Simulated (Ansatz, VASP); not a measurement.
Two plane-wave programs on AlN

```
CELL_PARAMETERS angstrom
-1.37253 1.37253 2.02489
1.37253 -1.37253 2.02489
1.37253 1.37253 -2.02489
ATOMIC_POSITIONS crystal
Al 0.96445 0.96445 0.00000
N 0.53555 0.53555 0.00000
```

Alike in both runs: task relaxation of cell and atoms; functional PBE; k mesh 8 × 8 × 8; occupations gaussian, width 0.1 eV; no spin polarisation.

```csv
,VASP,Ansatz
version,VASP 6.6.1,Ansatz 0.2.0
potentials or method,"VASP PAW PBE potentials, release 64 (Al, N), cutoff 600 eV","scalar-relativistic, plane waves, PAW"
valence electrons in the cell,8,8
```

```tsv
	VASP	Ansatz	Ansatz less VASP
gap on the k mesh at the Fermi level, each at its own relaxed structure (eV)	4.44	4.43	-0.003
relaxed volume (Å³/atom)	8.41	8.43	+0.025
relaxed cell length with the largest relative difference (Å)	2.876	2.878	+0.0027
```
